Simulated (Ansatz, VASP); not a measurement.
**One calculation of BAs, two programs**

File INCAR:

```
PREC = Accurate
ENCUT = 520
EDIFF = 1E-7
ISMEAR = 0
SIGMA = 0.05
LREAL = False
LASPH = True
NELM = 60
ALGO = Normal
ISIF = 2
LWAVE = False
LCHARG = True
GGA = PE
LELF = True
LVHAR = True
NBANDS = 11
```

The input KPOINTS:

```
regular mesh
0
Gamma
  10 10 10
```

The input POSCAR:

```
BAs
1.0
    0.0000000000      2.3322788263      2.4044111611
    2.4044111611      0.0000000000      2.4044111611
    2.4044111611      2.3322788263      0.0000000000
B As
1 1
Direct
    0.0000000000      0.0000000000      0.0000000000
    0.7500000000      0.7500000000      0.7500000000
```

Input for Ansatz:

```yaml
crystal:
  lattice:
    - [0.0, 2.3322788263, 2.4044111611]
    - [2.4044111611, 0.0, 2.4044111611]
    - [2.4044111611, 2.3322788263, 0.0]
  atoms:
    - { symbol: B, position: [0.0, 0.0, 0.0] }
    - { symbol: As, position: [0.75, 0.75, 0.75] }
basis:
  ecutwfc: 420
kpoints:
  mp_grid: { grid: [10, 10, 10] }
hamiltonian:
  xc: pbe
scf:
  occupations: { method: gaussian, width: 0.05 }
output:
  forces: true
  stress: true
  eigenvalues: true
```

Change from the starting cell: strain -0.0300 x Voigt [0, 1, 0, 0, 0, 0], atoms carried along.

Alike in both runs: task single point; functional PBE; k mesh 10 × 10 × 10; occupations gaussian, width 0.05 eV; no spin polarisation.

```csv
,VASP,Ansatz
version,VASP 6.6.1,Ansatz 0.2.0
potentials or method,"VASP PAW PBE potentials, release 64 (B, As), cutoff 520 eV","scalar-relativistic, plane waves, PAW"
valence electrons in the cell,8,18
```

|  | VASP | Ansatz | Ansatz less VASP |
| --- | --- | --- | --- |
| gap on the k mesh at the Fermi level (eV) | 0.71 | 0.72 | +0.009 |
| least direct gap on the mesh (eV) | 2.97 | 2.98 | +0.004 |
| pressure (GPa) | 5.0 | 4.3 | -0.70 |
| traceless stress, the component that is largest in VASP (GPa) | 4.03 | 4.05 | +0.021 |

The functional is the same, so the differences come from potentials, cutoffs and numerics. VASP's potentials hold 8 valence electrons a cell and Ansatz's 18, so a difference there can come from the potentials and not from the codes.
